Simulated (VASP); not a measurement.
Here is a VASP 6.6.1 calculation.

Contents of INCAR:

```
PREC = Accurate ; ENCUT = 500
EDIFF = 1E-6 ; ISMEAR = -1
SIGMA = 0.05 ; LREAL = False
LASPH = True ; NELM = 120
ALGO = Normal ; ISIF = 2
LWAVE = False ; LCHARG = False
NBANDS = 20 ; GGA_COMPAT = False
```

The input KPOINTS:

```
Automatic mesh
0
Gamma
  8 8 4
```

The input POSCAR:

```
AgRh
1.0
    2.6913648487      0.0000000000      0.0000000000
   -1.3456824244      2.3307903299      0.0000000000
    0.0000000000      0.0000000000      4.6593308544
Ag Rh
1 1
Direct
    0.0000000000      0.0000000000      0.5000000000
    0.6666666667      0.3333333333      0.0000000000
```

Potentials or basis: VASP PAW LDA potentials, release 64 (Ag, Rh_pv).

The run is started by

```console
$ cat potpaw_LDA.64/Ag/POTCAR potpaw_LDA.64/Rh_pv/POTCAR > POTCAR
$ mpirun -np 1 vasp_std > vasp.out
```

(1) What does it give for the band gap on the k mesh?

(2) Predict the pressure.

## Answers

(1) zero (bands 13 and 14 overlap by 1.61 eV).

(2) 0.5 GPa.
